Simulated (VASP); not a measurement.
BP:

```
B P
1.0
     0.00000    2.23833    2.23833
     2.23833    0.00000    2.23833
     2.23833    2.23833    0.00000
B P
1 1
Direct
  0.00000 0.00000 0.00000
  0.25000 0.25000 0.25000
```

Base run:

| Property | Result |
| --- | --- |
| Program | VASP 6.6.1 |
| Functional | PBE |
| Potentials or basis | VASP PAW PBE potentials, release 64 (B, P) |
| Cutoff | 500 eV |
| k mesh | 6 × 6 × 6 |
| Occupations | gaussian, width 0.01 eV |
| Spin | no spin polarisation |

Its results: band gap on the k mesh 1.25 eV, indirect (least direct gap 3.46 eV); pressure 8.3 GPa.

Problem. The run is repeated on the same cell with these changes: k mesh from 6 × 6 × 6 to 4 × 4 × 4. What comes out?

Solution. Band gap on the k mesh 1.23 eV, indirect (least direct gap 3.44 eV); pressure 9.4 GPa.

Caveats: some runs use coarse meshes.

A k mesh can miss the band edges.
